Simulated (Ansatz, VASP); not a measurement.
## AlN: VASP beside Ansatz

The input INCAR:

```
PREC = Accurate
ENCUT = 600
EDIFF = 1E-7
ISMEAR = -1
SIGMA = 0.05
LREAL = False
LASPH = True
NELM = 120
ALGO = Normal
ISIF = 3
LWAVE = False
LCHARG = False
GGA = RP
IVDW = 13
IBRION = 2
NSW = 60
EDIFFG = -0.01
GGA_COMPAT = False
NELMIN = 4
```

File KPOINTS:

```
Automatic mesh
0
Gamma
  10 10 10
```

POSCAR

```
AlN
1.0
    0.0000000000      2.1839935596      2.1839935596
    2.1839935596      0.0000000000      2.1839935596
    2.1839935596      2.1839935596      0.0000000000
Al N
1 1
Direct
    0.0000000000      0.0000000000      0.0000000000
    0.2500000000      0.2500000000      0.2500000000
```

input.yaml

```yaml
crystal:
  lattice:
    - [0.0, 2.1839935596, 2.1839935596]
    - [2.1839935596, 0.0, 2.1839935596]
    - [2.1839935596, 2.1839935596, 0.0]
  atoms:
    - { symbol: Al, position: [0.0, 0.0, 0.0] }
    - { symbol: "N", position: [0.25, 0.25, 0.25] }
hamiltonian:
  xc: rpbe
  pseudopotentials: { kind: paw }
  dispersion: d4
kpoints:
  mp_grid: { grid: [10, 10, 10] }
scf:
  occupations: { method: fermi_dirac, width: 0.05 }
output:
  forces: true
  stress: true
  write_density: true
  write_potential: true
  elf: true
  volumetric_format: npy
relax:
  f_tol: 0.01
  max_steps: 40
  cell: { stress_tol: 0.05 }
```

Alike in both runs: task relaxation of cell and atoms; functional RPBE; dispersion D4; k mesh 10 × 10 × 10; occupations fermi-dirac, width 0.05 eV; no spin polarisation.

```csv
,VASP,Ansatz
version,VASP 6.6.1,Ansatz 0.2.0
potentials or method,"VASP PAW PBE potentials, release 64 (Al, N)",Ansatz PAW
plane-wave cutoff (eV),600,420
valence electrons in the cell,8,8
```

Ansatz gave:

| Property | Result |
| --- | --- |
| gap on the k mesh at the Fermi level, each at its own relaxed structure (eV) | 3.37 |
| relaxed volume (Å³/atom) | 10.30 |
| relaxed cell length with the largest relative difference (Å) | 3.077 |

Problem. What did VASP give for the same quantities?

Solution. gap on the k mesh at the Fermi level, each at its own relaxed structure (eV): 3.37; relaxed volume (Å³/atom): 10.26; relaxed cell length with the largest relative difference (Å): 3.073.

VASP's potentials were made for PBE, not for RPBE.

Noted on Ansatz's run: the plane-wave basis is chosen anew once the cell has moved, so the energies of steps on either side of that aren't comparable.
